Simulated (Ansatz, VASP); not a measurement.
**Zn2Si2N: VASP beside Ansatz**

```
Zn Si N
1.0
     2.97273   -5.26017    0.00000
     2.97273    5.26017    0.00000
     0.00000    0.00000    2.57536
Zn Si N
2 2 1
Direct
  0.83314 0.16686 0.00000
  0.16686 0.83314 0.00000
  0.72890 0.72890 0.50000
  0.27110 0.27110 0.50000
  0.50000 0.50000 0.00000
```

Alike in both runs: functional PBE; k mesh 8 × 8 × 14; occupations gaussian, width 0.1 eV; no spin polarisation.

Ansatz relaxed the structure, and its values are those at the end. VASP's run is a single point on that final structure, the one shown.

```csv
,VASP,Ansatz
version,VASP 6.6.1,Ansatz 0.2.0
potentials or method,"VASP PAW PBE potentials, release 64 (Zn, Si, N), cutoff 520 eV","scalar-relativistic, plane waves, PAW"
valence electrons in the cell,37,37
```

Ansatz gave:

* gap on the k mesh at the Fermi level (eV): none
* pressure (GPa): 0.0
* rms of the force components (eV/Å): 0.001

Which values does VASP return?

gap on the k mesh at the Fermi level (eV): none; pressure (GPa): 0.1; rms of the force components (eV/Å): 0.011.

A gap of «none» marks a metal or a gap that the smearing closes. The functional is the same, so the differences come from potentials, cutoffs and numerics.
